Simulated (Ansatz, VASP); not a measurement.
## B3C2 in VASP and in Ansatz

```
CELL_PARAMETERS angstrom
3.95623 0.00000 0.00000
-1.97811 3.42619 0.00000
0.00000 0.00000 5.08973
ATOMIC_POSITIONS crystal
B 0.71239 0.65365 0.25000
B 0.65365 0.94126 0.75000
B 0.94126 0.28761 0.25000
B 0.05874 0.71239 0.75000
B 0.28761 0.34635 0.75000
B 0.34635 0.05874 0.25000
C 0.66667 0.33333 0.75000
C 0.33333 0.66667 0.25000
C 0.00000 0.00000 0.50000
C 0.00000 0.00000 0.00000
```

Change from the starting cell: species swapped into the Er3Ru2 type (P6_3/m, No. 176).

Alike in both runs: functional PBE; k mesh 12 × 12 × 8; occupations gaussian, width 0.1 eV; no spin polarisation.

Ansatz relaxed the structure, and its values are those at the end. VASP's run is a single point on that final structure, the one shown.

|  | VASP | Ansatz |
| --- | --- | --- |
| version | VASP 6.6.1 | Ansatz 0.2.0 |
| potentials or method | VASP PAW PBE potentials, release 64 (B, C), cutoff 520 eV | scalar-relativistic, plane waves, PAW |
| valence electrons in the cell | 34 | 34 |

Ansatz gave:

| Property | Result |
| --- | --- |
| gap on the k mesh at the Fermi level (eV) | none |
| pressure (GPa) | 0.0 |
| rms of the force components (eV/Å) | 0.001 |

Q: What did VASP give for the same quantities?

A: gap on the k mesh at the Fermi level (eV): none; pressure (GPa): 0.2; rms of the force components (eV/Å): 0.010.

A gap of «none» marks a metal or a gap that the smearing closes. With one functional, cell and mesh, what is left measures potentials, basis and numerics.
